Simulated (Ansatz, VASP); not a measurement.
## BN in VASP and in Ansatz

```
CELL_PARAMETERS angstrom
2.55394 -0.02554 0.00000
-1.29909 2.22455 0.00000
0.00000 0.00000 4.22685
ATOMIC_POSITIONS crystal
B 0.66667 0.33333 0.99972
B 0.33333 0.66667 0.49972
N 0.66667 0.33333 0.62528
N 0.33333 0.66667 0.12528
```

Change from the starting cell: strain -0.0200 x Voigt [0, 0, 0, 0, 0, 1], atoms carried along.

Alike in both runs: task single point; functional LDA; k mesh 12 × 12 × 6; occupations gaussian, width 0.05 eV; no spin polarisation.

```csv
,VASP,Ansatz
version,VASP 6.6.1,Ansatz 0.2.0
potentials or method,"VASP PAW LDA potentials, release 64 (B, N), cutoff 520 eV","scalar-relativistic, plane waves, PAW"
valence electrons in the cell,16,16
```

|  | VASP | Ansatz | Ansatz less VASP |
| --- | --- | --- | --- |
| gap on the k mesh at the Fermi level (eV) | 4.90 | 4.93 | +0.025 |
| least direct gap on the mesh (eV) | 7.93 | 7.95 | +0.016 |
| pressure (GPa) | -12.8 | -13.6 | -0.83 |
| traceless stress, the component that is largest in VASP (GPa) | 8.08 | 8.04 | -0.041 |
| rms of the force components (eV/Å) | 0.037 | 0.035 | -0.0013 |

LDA's correlation is that of Perdew and Zunger in VASP and of Perdew and Wang (1992) in Ansatz. Atom by atom the forces differ by 0.002 eV/Å (rms over components).
